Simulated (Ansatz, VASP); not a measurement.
# Li2S: VASP beside Ansatz

```
CELL_PARAMETERS angstrom
0.00000 2.86485 2.86485
2.86485 0.00000 2.86485
2.86485 2.86485 0.00000
ATOMIC_POSITIONS crystal
Li 0.25000 0.25000 0.25000
Li 0.75000 0.75000 0.75000
S 0.00000 0.00000 0.00000
```

Alike in both runs: task single point; functional PBEsol; k mesh 8 × 8 × 8; occupations gaussian, width 0.05 eV; no spin polarisation.

```csv
,VASP,Ansatz
version,VASP 6.6.1,Ansatz 0.2.0
potentials or method,"VASP PAW PBE potentials, release 64 (Li_sv, S), cutoff 750 eV","scalar-relativistic, plane waves, PAW"
valence electrons in the cell,12,12
```

```csv
,VASP,Ansatz,Ansatz less VASP
gap on the k mesh at the Fermi level (eV),3.23,3.23,0.000
least direct gap on the mesh (eV),4.02,4.02,-0.003
pressure (GPa),-1.6,-1.5,+0.08
```

VASP's potentials were made for PBE, not for PBEsol.
